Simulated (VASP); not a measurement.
# WSe2 (P1) in VASP: single point with LDA

Aim: the single point of WSe2 with LDA.

All numbers are computed with VASP 6.6.1; they aren't measurements. Logs are shortened: lines on timing, memory, paths and dates and some standing lists are left out, and cuts for length are marked.

**1. The cell of the first run**

The typed cell holds 6 atoms: a = 3.250 Å, b = 3.250 Å, c = 12.823 Å, α = 90.00°, β = 90.00°, γ = 120.00°.

**2. Single point, LDA (atoms moved at random)**

INCAR

```
SYSTEM = WSe2
ALGO = Normal
EDIFF = 1E-6
ENCUT = 520
GGA = CA
ISIF = 2
ISMEAR = 0
LASPH = .TRUE.
LCHARG = .FALSE.
LREAL = .FALSE.
LWAVE = .FALSE.
NBANDS = 35
NELM = 100
PREC = Accurate
SIGMA = 0.05
```

KPOINTS

```
k-points
0
G
  12 12 2
  0 0 0
```

POSCAR

```
WSe2
1.0
    3.2496766420      0.0000000000      0.0000000000
   -1.6248383210      2.8143025261      0.0000000000
    0.0000000000      0.0000000000     12.8234680918
W Se
2 4
Direct
    0.3358562978      0.6738895657      0.2507407372
    0.6571839425      0.3265052352      0.7485391364
    0.3265306724      0.6607949583      0.6209521628
    0.6700851948      0.3318891127      0.1197575207
    0.3429327158      0.6658738261      0.8800303532
    0.6674111767      0.3410473021      0.3799800897
```

Potentials or basis: VASP PAW LDA potentials, release 64 (W_sv, Se).

Started as:

```
cat potpaw_LDA.64/W_sv/POTCAR potpaw_LDA.64/Se/POTCAR > POTCAR
mpirun -np 1 vasp_std > vasp.out
```

OUTCAR:

```text
SYSTEM = WSe2
   EDIFF = 1E-6
   ENCUT = 520
   GGA = CA
   ISIF = 2
   ISMEAR = 0
   LASPH = .TRUE.
   LREAL = .FALSE.
   NELM = 100
   PREC = Accurate

 ion  position               nearest neighbor table
   1  0.336  0.674  0.251-   6 2.50   4 2.50   6 2.50   6 2.51   4 2.52   4 2.54
   2  0.657  0.327  0.749-   3 2.49   3 2.49   3 2.50   5 2.50   5 2.51   5 2.56
   3  0.327  0.661  0.621-   2 2.49   2 2.49   2 2.50
   4  0.670  0.332  0.120-   1 2.50   1 2.52   1 2.54
   5  0.343  0.666  0.880-   2 2.50   2 2.51   2 2.56
   6  0.667  0.341  0.380-   1 2.50   1 2.50   1 2.51

  LATTYP: Found a hexagonal cell.
 ALAT       =     3.2496766420
 C/A-ratio  =     3.9460751036

  Lattice vectors:

 A1 = (   3.2496766420,   0.0000000000,   0.0000000000)
 A2 = (  -1.6248383210,   2.8143025261,   0.0000000000)
 A3 = (   0.0000000000,   0.0000000000,  12.8234680918)

Analysis of symmetry for initial positions (statically):
=====================================================================
 Subroutine PRICEL returns:
 Original cell was already a primitive cell.

 Routine SETGRP: Setting up the symmetry group for a
 hexagonal supercell.

 Subroutine GETGRP returns: Found  1 space group operations
 (whereof  1 operations were pure point group operations)
 out of a pool of 24 trial point group operations.

The static configuration has the point symmetry C_1 .

Analysis of symmetry for dynamics (positions and initial velocities):
=====================================================================
 Subroutine PRICEL returns:
 Original cell was already a primitive cell.

 Routine SETGRP: Setting up the symmetry group for a
 hexagonal supercell.

 Subroutine GETGRP returns: Found  1 space group operations
 (whereof  1 operations were pure point group operations)
 out of a pool of 24 trial point group operations.

The dynamic configuration has the point symmetry C_1 .

 Subroutine INISYM returns: Found  1 space group operations
 (whereof  1 operations are pure point group operations),
 and found     1 'primitive' translations

----------------------------------------------------------------------------------------

                                     Primitive cell

  volume of cell :     117.2780

  direct lattice vectors                    reciprocal lattice vectors
     3.249676642  0.000000000  0.000000000     0.307722925  0.177663913  0.000000000
    -1.624838321  2.814302526  0.000000000     0.000000000  0.355327827  0.000000000
     0.000000000  0.000000000 12.823468092     0.000000000  0.000000000  0.077982024

  length of vectors
     3.249676642  3.249676642 12.823468092     0.355327827  0.355327827  0.077982024

  position of ions in fractional coordinates (direct lattice)
     0.335856298  0.673889566  0.250740737
     0.657183942  0.326505235  0.748539136
     0.326530672  0.660794958  0.620952163
     0.670085195  0.331889113  0.119757521
     0.342932716  0.665873826  0.880030353
     0.667411177  0.341047302  0.379980090

  ion indices of the primitive-cell ions
   primitive index   ion index
                 1           1
                 2           2
                 3           3
                 4           4
                 5           5
                 6           6

----------------------------------------------------------------------------------------

 KPOINTS: k-points

Automatic generation of k-mesh.
 Grid dimensions read from file:
 generate k-points for:   12   12    2

 Generating k-lattice:

  Cartesian coordinates                     Fractional coordinates (reciprocal lattice)
     0.025643577  0.014805326  0.000000000     0.083333333  0.000000000  0.000000000
     0.000000000  0.029610652  0.000000000     0.000000000  0.083333333  0.000000000
     0.000000000  0.000000000  0.038991012     0.000000000  0.000000000  0.500000000

  Length of vectors
     0.029610652  0.029610652  0.038991012

  Shift w.r.t. Gamma in fractional coordinates (k-lattice)
     0.000000000  0.000000000  0.000000000

 Subroutine IBZKPT returns following result:
 ===========================================

 Found    148 irreducible k-points:

 Following reciprocal coordinates:
            Coordinates               Weight
  0.000000  0.000000  0.000000      1.000000
  0.083333  0.000000  0.000000      2.000000
  0.000000  0.083333  0.000000      2.000000
 -0.083333  0.083333  0.000000      2.000000
  0.166667  0.000000  0.000000      2.000000
  0.000000  0.166667  0.000000      2.000000
[... 16 lines left out ...]
  0.166667  0.083333  0.000000      2.000000
 -0.083333  0.250000  0.000000      2.000000
 [... further k-points ...]
   k-points           NKPTS =    148   k-points in BZ     NKDIM =    148   number of bands    NBANDS=     35
   number of dos      NEDOS =    301   number of ions     NIONS =      6
   total plane-waves  NPLWV =  55296
   dimension x,y,z NGX =    24 NGY =   24 NGZ =   96
   dimension x,y,z NGXF=    48 NGYF=   48 NGZF=  192
   ions per type =               2   4
   NGX,Y,Z   is equivalent  to a cutoff of  12.28, 12.28, 12.45 a.u.
   NGXF,Y,Z  is equivalent  to a cutoff of  24.56, 24.56, 24.89 a.u.
 SYSTEM =  WSe2
   PREC   = accura    normal or accurate (medium, high low for compatibility)
   ISTART =      0    job   : 0-new  1-cont  2-samecut
   ICHARG =      2    charge: 1-file 2-atom 10-const
   ISPIN  =      1    spin polarized calculation?
   LNONCOLLINEAR =      F non collinear calculations
   LSORBIT =      F    spin-orbit coupling
   LASPH  =      T    aspherical Exc in radial PAW
   ENCUT  =  520.0 eV  38.22 Ry    6.18 a.u.   6.04  6.04 23.84*2*pi/ulx,y,z
   NELM   =    100;   NELMIN=  2; NELMDL= -5     # of ELM steps
   EDIFF  = 0.1E-05   stopping-criterion for ELM
   LREAL  =      F    real-space projection
[... 7 lines left out ...]
   TEBEG  =    0.0;   TEEND  =   0.0 temperature during run
   PSTRESS=    0.0 pullay stress
   NELECT =      52.0000    total number of electrons
   NUPDOWN=      -1.0000    fix difference up-down
   EMIN   =  10.00;   EMAX   =-10.00  energy-range for DOS
   EFERMI =   0.00;   METHOD = LEGACY
   ISMEAR =     0;   SIGMA  =   0.05  broadening in eV -4-tet -1-fermi 0-gaus
   EFERMI_NEDOS =   21; number of points for ismear=-14 and -15
   IALGO  =     38    algorithm
   IMIX   =      4    mixing-type and parameters
     AMIX     =   0.40;   BMIX     =  1.00
     AMIX_MAG =   1.60;   BMIX_MAG =  1.00
  volume/ion in A,a.u.               =      19.55       131.91
  Fermi-wavevector in a.u.,A,eV,Ry     =   1.248352  2.359044 21.203091  1.558383
  Thomas-Fermi vector in A             =   2.382443
   LORBIT       =      0    0 simple, 1 ext, 2 COOP (PROOUT), +10 PAW based schemes
   GGA     = CA    functional components
   LHFCALC =     F    Hartree Fock is set to
   AEXX    =    0.0000 exact exchange contribution
   IVDW    =     0    specifies the selected vdW correction
   LEPSILON=     F    determine dielectric tensor
   LRPA    =     F    only Hartree local field effects (RPA)
 non-spin polarized calculation
 Gauss-broadening in eV      SIGMA  =   0.05
  energy-cutoff  :      520.00
  volume of cell :      117.28
 maximum number of plane-waves:      3200
   NGX = 13   NGY = 13   NGZ = 47

 number of electron      51.9999995 magnetization

 Free energy of the ion-electron system (eV)
  ---------------------------------------------------
  ext. energy  EPLUGINS =         0.00000000
  ---------------------------------------------------
  free energy    TOTEN  =       -48.46009740 eV

  energy without entropy =      -48.46009740  energy(sigma->0) =      -48.46009740

 E-fermi :   7.1013     XC(G=0): -11.1915

 val. band max:        6.6791350332   @ k =   0.0000   0.0000   0.0000
 cond. band min:       7.5347318412   @ k =  -0.3333   0.1667   0.0000
 fundamental gap:      0.8555968080
 Fermi energy:         7.1012878921

 k-point     1 :       0.0000    0.0000    0.0000
  band No.  band energies     occupation
      1     -67.1688      2.00000
      2     -67.1669      2.00000
      3     -31.7205      2.00000
      4     -31.7143      2.00000
      5     -31.5517      2.00000
      6     -31.5425      2.00000
[... 27 lines left out ...]
     34       9.8031      0.00000
     35      11.3280      0.00000

 k-point     2 :       0.0833    0.0000    0.0000
  band No.  band energies     occupation
      1     -67.1680      2.00000
      2     -67.1660      2.00000
      3     -31.7169      2.00000
      4     -31.7107      2.00000
      5     -31.5615      2.00000
      6     -31.5580      2.00000
[... 27 lines left out ...]
     34       9.7783      0.00000
     35      11.9772      0.00000

 k-point     3 :       0.0000    0.0833    0.0000
  band No.  band energies     occupation
      1     -67.1679      2.00000
      2     -67.1660      2.00000
      3     -31.7168      2.00000
      4     -31.7107      2.00000
      5     -31.5685      2.00000
      6     -31.5598      2.00000
[... 27 lines left out ...]
     34       9.7201      0.00000
     35      11.9672      0.00000

 k-point     4 :      -0.0833    0.0833    0.0000
  band No.  band energies     occupation
      1     -67.1679      2.00000
      2     -67.1660      2.00000
      3     -31.7168      2.00000
      4     -31.7107      2.00000
      5     -31.5696      2.00000
      6     -31.5568      2.00000
[... 27 lines left out ...]
     34       9.7104      0.00000
     35      11.9689      0.00000

 k-point     5 :       0.1667    0.0000    0.0000
  band No.  band energies     occupation
      1     -67.1656      2.00000
      2     -67.1636      2.00000
      3     -31.7070      2.00000
      4     -31.7008      2.00000
      5     -31.6121      2.00000
      6     -31.6087      2.00000
[... 638 lines left out ...]
 k-point    22 :      -0.1667    0.0833    0.0000
  band No.  band energies     occupation
      1     -67.1663      2.00000
      2     -67.1644      2.00000
      3     -31.7101      2.00000
      4     -31.7040      2.00000
      5     -31.5989      2.00000
      6     -31.5901      2.00000
[... 27 lines left out ...]
     34      10.0918      0.00000
     35      12.7759      0.00000

 k-point    23 :       0.1667    0.0833    0.0000
  band No.  band energies     occupation
      1     -67.1635      2.00000
      2     -67.1616      2.00000
      3     -31.6985      2.00000
      4     -31.6922      2.00000
      5     -31.6527      2.00000
      6     -31.6502      2.00000
[... 27 lines left out ...]
     34      10.6478      0.00000
     35      13.4379      0.00000

 k-point    24 :      -0.0833    0.2500    0.0000
  band No.  band energies     occupation
      1     -67.1635      2.00000
      2     -67.1616      2.00000
      3     -31.6980      2.00000
      4     -31.6922      2.00000
      5     -31.6621      2.00000
      6     -31.6503      2.00000
[... 27 lines left out ...]
     34      10.6172      0.00000
     35      13.4276      0.00000

 [... further k-points ...]
[... 5 lines left out ...]
  --------------------------------------------------------------------------------------
  -------------------------------------------------------------------------------------
  Total        0.5319159      0.8341956      1.0230458     -0.1815200     -0.5356615     -0.2702877
  in kB        7.2666982     11.3962519     13.9762039     -2.4798116     -7.3178677     -3.6924995
  external PRESSURE =      10.8797180 kB  Pullay stress =       0.0000000 kB

 VOLUME and BASIS-vectors are now :
 -----------------------------------------------------------------------------
  energy-cutoff  :      520.00
  volume of cell :      117.28
      direct lattice vectors                 reciprocal lattice vectors
     3.249676642  0.000000000  0.000000000     0.307722925  0.177663913  0.000000000
    -1.624838321  2.814302526  0.000000000     0.000000000  0.355327827  0.000000000
     0.000000000  0.000000000 12.823468092     0.000000000  0.000000000  0.077982024

 POSITION                                       TOTAL-FORCE (eV/Angst)
 -----------------------------------------------------------------------------------
     -0.00354      1.89653      3.21537         0.090139     -0.222383     -0.333199
      1.60512      0.91888      9.59887         0.553692      0.180550      0.737483
     -0.01257      1.85968      7.96276        -0.092671     -0.032126     -0.603493
      1.63829      0.93404      1.53571        -0.145777      0.220993      0.083249
      0.03248      1.87397     11.28504        -0.459907     -0.138054     -0.129411
      1.61472      0.95981      4.87266         0.054524     -0.008980      0.245370
 -----------------------------------------------------------------------------------
    total drift:                                0.000114     -0.000064     -0.000133

  FREE ENERGIE OF THE ION-ELECTRON SYSTEM (eV)
  ---------------------------------------------------
  free  energy   TOTEN  =       -48.4600973963 eV

  energy  without entropy=      -48.4600973963  energy(sigma->0) =      -48.46009740
```

Run time: 3.1 min. Hardware: 1 thread of Intel Xeon 6975P-C (Granite Rapids), shared host; peak memory 0.54 GiB.

Results:

| Quantity | Value |
| --- | --- |
| Free energy | -48.4601 eV |
| Pressure | 1.1 GPa |
| Largest force | 0.940 eV/Å |
| Band gap on the k mesh | 0.86 eV (least direct gap 1.60 eV) |

Forces in eV/Å, atoms in the order of the input:
```
W    0.090 -0.222 -0.333
W    0.554  0.181  0.737
Se  -0.093 -0.032 -0.603
Se  -0.146  0.221  0.083
Se  -0.460 -0.138 -0.129
Se   0.055 -0.009  0.245
```

Caveat: the cell differs from its parent crystal (atoms moved at random); spin-orbit coupling is left out, which moves the levels of the heavy elements. A k mesh can miss the band edges.
